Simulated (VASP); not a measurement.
# NaF (I4/mmm) in VASP: notebook

The runs below take NaF through single point, with r2SCAN.

Program: VASP 6.6.1. These are calculated values, not measurements. Logs are shortened: lines on timing, memory, paths and dates and some standing lists are left out, and cuts for length are marked.

## 1. The cell of the first run

It takes space group I4/mmm (No. 139, tetragonal). Conventional cell: a = 3.281 Å, b = 3.281 Å, c = 4.578 Å, α = 90.00°, β = 90.00°, γ = 90.00°. Na (site symmetry 4/mmm) has 6 F at 2.29 to 2.32 Å within 3.0 Å. Within 3.0 Å of F (site symmetry 4/mmm) lie 6 Na at 2.29 to 2.32 Å.

## 2. Single point, r2SCAN (epitaxial xy strain +1.0%)

POSCAR

```
NaF
1.0
    0.0000000000      2.3201397650      2.2887504660
    2.3201397650      0.0000000000      2.2887504660
    2.3201397650      2.3201397650      0.0000000000
Na F
1 1
Direct
    0.0000000000      0.0000000000      0.0000000000
    0.5000000000      0.5000000000      0.5000000000
```

INCAR.step1

```
PREC = Accurate
ENCUT = 520
ISMEAR = 0
SIGMA = 0.01
LREAL = F
LASPH = T
NELM = 60
NBANDS = 14
GGA = PE
ALGO = Normal
EDIFF = 1E-4
LWAVE = T
LCHARG = F
```

INCAR.step2

```
PREC = Accurate
ENCUT = 520
EDIFF = 1E-7
ISMEAR = 0
SIGMA = 0.01
LREAL = F
LASPH = T
NELM = 60
ALGO = Normal
ISIF = 2
LWAVE = F
LCHARG = F
METAGGA = R2SCAN
LMIXTAU = T
NBANDS = 14
ISTART = 1
```

KPOINTS

```
regular mesh
0
Gamma
  10 10 10
```

Potentials or basis: VASP PAW PBE potentials, release 64 (Na_pv, F).

Run with:

```console
$ cat potpaw_PBE.64/Na_pv/POTCAR potpaw_PBE.64/F/POTCAR > POTCAR
$ cp INCAR.step1 INCAR
$ mpirun -np 1 vasp_std > vasp.out
$ cp INCAR.step2 INCAR
$ mpirun -np 1 vasp_std > vasp.out
```

OUTCAR:

```text
PREC = Accurate
   ENCUT = 520
   EDIFF = 1E-7
   ISMEAR = 0
   LREAL = F
   LASPH = T
   NELM = 60
   ISIF = 2
   METAGGA = R2SCAN
   ISTART = 1

 ion  position               nearest neighbor table
   1  0.000  0.000  0.000-   2 2.29   2 2.29   2 2.32   2 2.32   2 2.32   2 2.32
   2  0.500  0.500  0.500-   1 2.29   1 2.29   1 2.32   1 2.32   1 2.32   1 2.32

  LATTYP: Found a body centered tetragonal cell.
 ALAT       =     3.2811731223
 C/A-ratio  =     1.3950805890

  Lattice vectors:

 A1 = (   0.0000000000,  -2.3201397650,  -2.2887504660)
 A2 = (   0.0000000000,   2.3201397650,  -2.2887504660)
 A3 = (   2.3201397650,   0.0000000000,   2.2887504660)

Analysis of symmetry for initial positions (statically):
=====================================================================
 Subroutine PRICEL returns:
 Original cell was already a primitive cell.

 Routine SETGRP: Setting up the symmetry group for a
 body centered tetragonal supercell.

 Subroutine GETGRP returns: Found 16 space group operations
 (whereof 16 operations were pure point group operations)
 out of a pool of 16 trial point group operations.

The static configuration has the point symmetry D_4h.

Analysis of symmetry for dynamics (positions and initial velocities):
=====================================================================
 Subroutine PRICEL returns:
 Original cell was already a primitive cell.

 Routine SETGRP: Setting up the symmetry group for a
 body centered tetragonal supercell.

 Subroutine GETGRP returns: Found 16 space group operations
 (whereof 16 operations were pure point group operations)
 out of a pool of 16 trial point group operations.

The dynamic configuration has the point symmetry D_4h.

 Subroutine INISYM returns: Found 16 space group operations
 (whereof 16 operations are pure point group operations),
 and found     1 'primitive' translations

----------------------------------------------------------------------------------------

                                     Primitive cell

  volume of cell :      24.6409

  direct lattice vectors                    reciprocal lattice vectors
     0.000000000  2.320139765  2.288750466    -0.215504259  0.215504259  0.218459814
     2.320139765  0.000000000  2.288750466     0.215504259 -0.215504259  0.218459814
     2.320139765  2.320139765  0.000000000     0.215504259  0.215504259 -0.218459814

  length of vectors
     3.259053118  3.259053118  3.281173122     0.374978481  0.374978481  0.374978481

  position of ions in fractional coordinates (direct lattice)
     0.000000000  0.000000000  0.000000000
     0.500000000  0.500000000  0.500000000

  ion indices of the primitive-cell ions
   primitive index   ion index
                 1           1
                 2           2

----------------------------------------------------------------------------------------

 KPOINTS: regular mesh

Automatic generation of k-mesh.
 Grid dimensions read from file:
 generate k-points for:   10   10   10

 Generating k-lattice:

  Cartesian coordinates                     Fractional coordinates (reciprocal lattice)
    -0.021550426  0.021550426  0.021845981     0.100000000 -0.000000000  0.000000000
     0.021550426 -0.021550426  0.021845981    -0.000000000  0.100000000  0.000000000
     0.021550426  0.021550426 -0.021845981     0.000000000  0.000000000  0.100000000

  Length of vectors
     0.037497848  0.037497848  0.037497848

  Shift w.r.t. Gamma in fractional coordinates (k-lattice)
     0.000000000  0.000000000  0.000000000

 Subroutine IBZKPT returns following result:
 ===========================================

 Found    102 irreducible k-points:

 Following reciprocal coordinates:
            Coordinates               Weight
  0.000000  0.000000  0.000000      1.000000
  0.100000 -0.000000  0.000000      8.000000
  0.200000 -0.000000  0.000000      8.000000
  0.300000  0.000000  0.000000      8.000000
  0.400000 -0.000000  0.000000      8.000000
  0.500000 -0.000000  0.000000      4.000000
[... 16 lines left out ...]
  0.300000  0.300000  0.000000      2.000000
  0.400000  0.300000  0.000000      8.000000
 [... further k-points ...]
   k-points           NKPTS =    102   k-points in BZ     NKDIM =    102   number of bands    NBANDS=     14
   number of dos      NEDOS =    301   number of ions     NIONS =      2
   total plane-waves  NPLWV =  13824
   dimension x,y,z NGX =    24 NGY =   24 NGZ =   24
   dimension x,y,z NGXF=    48 NGYF=   48 NGZF=   48
   ions per type =               1   1
   NGX,Y,Z   is equivalent  to a cutoff of  12.24, 12.24, 12.16 a.u.
   NGXF,Y,Z  is equivalent  to a cutoff of  24.49, 24.49, 24.32 a.u.
 SYSTEM =  unknown system
   PREC   = accura    normal or accurate (medium, high low for compatibility)
   ISTART =      1    job   : 0-new  1-cont  2-samecut
   ICHARG =      0    charge: 1-file 2-atom 10-const
   ISPIN  =      1    spin polarized calculation?
   LNONCOLLINEAR =      F non collinear calculations
   LSORBIT =      F    spin-orbit coupling
   LASPH  =      T    aspherical Exc in radial PAW
   ENCUT  =  520.0 eV  38.22 Ry    6.18 a.u.   6.06  6.06  6.10*2*pi/ulx,y,z
   NELM   =     60;   NELMIN=  2; NELMDL=  0     # of ELM steps
   EDIFF  = 0.1E-06   stopping-criterion for ELM
   LREAL  =      F    real-space projection
   EDIFFG = 0.1E-05   stopping-criterion for IOM
   NSW    =      0    number of steps for IOM
   IBRION =     -1    ionic relax: 0-MD 1-quasi-New 2-CG
   NFREE  =      0    steps in history (QN), initial steepest desc. (CG)
   ISIF   =      2    stress and relaxation
   ISYM   =      2    0-nonsym 1-usesym 2-fastsym
   POTIM  = 0.5000    time-step for ionic-motion
   TEBEG  =    0.0;   TEEND  =   0.0 temperature during run
   PSTRESS=    0.0 pullay stress
   NELECT =      14.0000    total number of electrons
   NUPDOWN=      -1.0000    fix difference up-down
   EMIN   =  10.00;   EMAX   =-10.00  energy-range for DOS
   EFERMI =   0.00;   METHOD = LEGACY
   ISMEAR =     0;   SIGMA  =   0.01  broadening in eV -4-tet -1-fermi 0-gaus
   EFERMI_NEDOS =   21; number of points for ismear=-14 and -15
   IALGO  =     38    algorithm
   IMIX   =      4    mixing-type and parameters
     AMIX     =   0.40;   BMIX     =  1.00
     AMIX_MAG =   1.60;   BMIX_MAG =  1.00
  volume/ion in A,a.u.               =      12.32        83.14
  Fermi-wavevector in a.u.,A,eV,Ry     =   1.355913  2.562305 25.014324  1.838501
  Thomas-Fermi vector in A             =   2.482961
   LORBIT       =      0    0 simple, 1 ext, 2 COOP (PROOUT), +10 PAW based schemes
   METAGGA = R2SCAN    functional components
   LHFCALC =     F    Hartree Fock is set to
   AEXX    =    0.0000 exact exchange contribution
   IVDW    =     0    specifies the selected vdW correction
   LEPSILON=     F    determine dielectric tensor
   LRPA    =     F    only Hartree local field effects (RPA)
 non-spin polarized calculation
 Gauss-broadening in eV      SIGMA  =   0.01
  energy-cutoff  :      520.00
  volume of cell :       24.64
 maximum number of plane-waves:       674
   NGX = 13   NGY = 13   NGZ = 13

 number of electron      13.9999985 magnetization

 Free energy of the ion-electron system (eV)
  ---------------------------------------------------
  ext. energy  EPLUGINS =         0.00000000
  ---------------------------------------------------
  free energy    TOTEN  =       -12.59960047 eV

  energy without entropy =      -12.59960047  energy(sigma->0) =      -12.59960047

 E-fermi :  -2.6375     XC(G=0):  -9.8239

 val. band max:       -2.6838028382   @ k =   0.0000   0.0000   0.0000
 cond. band min:       4.5417089506   @ k =   0.0000   0.0000   0.0000
 fundamental gap:      7.2255117888
 Fermi energy:        -2.6375201682

 k-point     1 :       0.0000    0.0000    0.0000
  band No.  band energies     occupation
      1     -22.9961      2.00000
      2     -22.1560      2.00000
      3     -22.1556      2.00000
      4     -22.1527      2.00000
      5      -2.6847      2.00000
      6      -2.6847      2.00000
      7      -2.6838      2.00000
      8       4.5417      0.00000
      9      17.1402      0.00000
     10      17.1403      0.00000
     11      17.2325      0.00000
     12      19.8418      0.00000
     13      22.2651      0.00000
     14      22.6734      0.00000

 k-point     2 :       0.1000   -0.0000    0.0000
  band No.  band energies     occupation
      1     -23.0510      2.00000
      2     -22.1573      2.00000
      3     -22.1547      2.00000
      4     -22.0871      2.00000
      5      -2.8731      2.00000
      6      -2.7116      2.00000
      7      -2.7099      2.00000
      8       4.8976      0.00000
      9      15.8447      0.00000
     10      17.3151      0.00000
     11      17.3826      0.00000
     12      21.4182      0.00000
     13      21.9625      0.00000
     14      22.3469      0.00000

 k-point     3 :       0.2000   -0.0000    0.0000
  band No.  band energies     occupation
      1     -23.1664      2.00000
      2     -22.1605      2.00000
      3     -22.1571      2.00000
      4     -21.9378      2.00000
      5      -3.3152      2.00000
      6      -2.7813      2.00000
      7      -2.7769      2.00000
      8       5.8251      0.00000
      9      14.0991      0.00000
     10      17.7724      0.00000
     11      17.8656      0.00000
     12      21.4316      0.00000
     13      21.7668      0.00000
     14      23.0336      0.00000

 k-point     4 :       0.3000    0.0000    0.0000
  band No.  band energies     occupation
      1     -23.2780      2.00000
      2     -22.1645      2.00000
      3     -22.1600      2.00000
      4     -21.7837      2.00000
      5      -3.7890      2.00000
      6      -2.8660      2.00000
      7      -2.8585      2.00000
      8       7.0492      0.00000
      9      12.6436      0.00000
     10      18.2998      0.00000
     11      18.4534      0.00000
     12      21.1153      0.00000
     13      21.3846      0.00000
     14      22.9437      0.00000

 k-point     5 :       0.4000   -0.0000    0.0000
  band No.  band energies     occupation
      1     -23.3539      2.00000
      2     -22.1677      2.00000
      3     -22.1624      2.00000
      4     -21.6732      2.00000
      5      -4.1318      2.00000
      6      -2.9335      2.00000
      7      -2.9236      2.00000
      8       8.2907      0.00000
      9      11.4644      0.00000
     10      18.6231      0.00000
     11      18.8548      0.00000
[... 276 lines left out ...]
 k-point    22 :      -0.2000    0.2000    0.0000
  band No.  band energies     occupation
      1     -23.2246      2.00000
      2     -22.1925      2.00000
      3     -22.1623      2.00000
      4     -21.8165      2.00000
      5      -3.7213      2.00000
      6      -3.0516      2.00000
      7      -2.8823      2.00000
      8       7.4734      0.00000
      9      12.7386      0.00000
     10      16.7061      0.00000
     11      19.3926      0.00000
     12      19.6791      0.00000
     13      21.1334      0.00000
     14      25.4580      0.00000

 k-point    23 :       0.3000    0.3000    0.0000
  band No.  band energies     occupation
      1     -23.0993      2.00000
      2     -22.1911      2.00000
      3     -22.1907      2.00000
      4     -21.9414      2.00000
      5      -3.7390      2.00000
      6      -2.9725      2.00000
      7      -2.9725      2.00000
      8       7.8916      0.00000
      9      12.3162      0.00000
     10      16.7161      0.00000
     11      18.0492      0.00000
     12      18.0495      0.00000
     13      24.5847      0.00000
     14      24.6412      0.00000

 k-point    24 :       0.4000    0.3000    0.0000
  band No.  band energies     occupation
      1     -23.0542      2.00000
      2     -22.2019      2.00000
      3     -22.1966      2.00000
      4     -21.9737      2.00000
      5      -3.8498      2.00000
      6      -3.0790      2.00000
      7      -3.0271      2.00000
      8       8.9335      0.00000
      9      11.7854      0.00000
     10      15.5220      0.00000
     11      18.1653      0.00000
     12      18.2435      0.00000
     13      24.2603      0.00000
     14      25.0554      0.00000

 [... further k-points ...]

------------------------ aborting loop because EDIFF is reached ----------------------------------------

  FORCE on cell =-STRESS in cart. coord.  units (eV):
  Direction    XX          YY          ZZ          XY          YZ          ZX
  --------------------------------------------------------------------------------------
  -------------------------------------------------------------------------------------
  Total       -0.2886217     -0.2886217     -0.1270638      0.0000000     -0.0000000     -0.0000000
  in kB      -18.7664802    -18.7664802     -8.2618171      0.0000000     -0.0000000     -0.0000000
  external PRESSURE =     -15.2649258 kB  Pullay stress =       0.0000000 kB

 VOLUME and BASIS-vectors are now :
 -----------------------------------------------------------------------------
  energy-cutoff  :      520.00
  volume of cell :       24.64
      direct lattice vectors                 reciprocal lattice vectors
     0.000000000  2.320139765  2.288750466    -0.215504259  0.215504259  0.218459814
     2.320139765  0.000000000  2.288750466     0.215504259 -0.215504259  0.218459814
     2.320139765  2.320139765  0.000000000     0.215504259  0.215504259 -0.218459814

 POSITION                                       TOTAL-FORCE (eV/Angst)
 -----------------------------------------------------------------------------------
      0.00000      0.00000      0.00000         0.000000      0.000000      0.000000
      2.32014      2.32014      2.28875         0.000000      0.000000      0.000000
 -----------------------------------------------------------------------------------
    total drift:                                0.000000     -0.000000      0.000000

  FREE ENERGIE OF THE ION-ELECTRON SYSTEM (eV)
  ---------------------------------------------------
  free  energy   TOTEN  =       -12.5996004671 eV

  energy  without entropy=      -12.5996004671  energy(sigma->0) =      -12.59960047
```

It took 36 s on 1 thread of Intel Xeon 6975P-C (Granite Rapids), shared host; peak memory 0.15 GiB.

Results:

```yaml
Free_energy: -12.5996 eV
Pressure: -1.5 GPa
Band_gap_on_the_k_mesh: 7.23 eV, direct
```

Caveat: the cell differs from its parent crystal (epitaxial xy strain +1.0%); the PAW data sets were made with another functional, which shifts forces and pressure a little. A k mesh can miss the band edges.

[end of part 1 of 2]
